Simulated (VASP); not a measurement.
Write the native input for VASP 6.6.1 that does the following.

* Task: relaxation of cell and atoms
* Functional: PBE
* Potentials or basis: VASP PAW PBE potentials, release 64 (La, Ta_pv, O)
* Cutoff: 600 eV
* k mesh: 4 × 4 × 4
* Occupations: gaussian, width 0.1 eV
* Spin: no spin polarisation
* Dipole correction: no
* Further INCAR settings: ALGO = Normal; EDIFF = 1e-07; IBRION = 2; EDIFFG = -0.04; NSW = 90; ISIF = 3

The structure of LaTaO lies in POSCAR:

```
LaTaO
1.0
    4.1149274600      0.0000000000      0.0000000000
    0.0000000000      4.1149274600      0.0000000000
    0.0000000000      0.0000000000      5.8639137500
La Ta O
2 2 2
Direct
    0.0000000000      0.5000000000      0.7134095400
    0.5000000000      0.0000000000      0.2865904600
    0.0000000000      0.0000000000      0.5000000000
    0.5000000000      0.5000000000      0.5000000000
    0.0000000000      0.0000000000      0.0000000000
    0.5000000000      0.5000000000      0.0000000000
```

The cell was built from a structure type or drawn by symmetry, and may not be a known phase.

The input as run:

INCAR

```
SYSTEM = LaTaO
ALGO = Normal ; EDIFF = 1E-7
EDIFFG = -0.04 ; ENCUT = 600
GGA = PE ; IBRION = 2
ISIF = 3 ; ISMEAR = 0
LASPH = .True. ; LCHARG = .False.
LREAL = .False. ; LWAVE = .False.
NELM = 80 ; NSW = 90
PREC = Accurate ; SIGMA = 0.1
```

KPOINTS

```
k-points
0
Gamma
  4 4 4
  0 0 0
```

Potentials or basis: VASP PAW PBE potentials, release 64 (La, Ta_pv, O).

The run is started by

```bash
$ cat potpaw_PBE.64/La/POTCAR potpaw_PBE.64/Ta_pv/POTCAR potpaw_PBE.64/O/POTCAR > POTCAR
$ mpirun -np 1 vasp_std > vasp.out
```

Results of the run:

```yaml
Relaxed_volume: 18.55 Å³/atom
Relaxed_cell: a = 5.188 Å, b = 5.188 Å, c = 4.135 Å, α = 90.00°, β = 90.00°, γ = 90.00°
Space_group_after_relaxing_to_0.1_Å: P4/mmm (No. 123)
Pressure_after_relaxing: -0.1 GPa
Largest_force_after_relaxing: 0.040 eV/Å
Band_gap_on_the_k_mesh: zero (bands 28 and 29 overlap by 1.54 eV)
```

Caveat: the k points lie up to 0.38 Å⁻¹ apart in the final cell, too coarse for converged energies and pressures of a metal; a cell axis changed by over 15 % at a fixed basis, so the end point is rough; spin-orbit coupling is left out, which moves the levels of the heavy elements.

Run time: 33 min on 1 thread of AMD EPYC 9R45 96-Core Processor (Zen 5), on a shared host, peak memory 0.28 GiB.
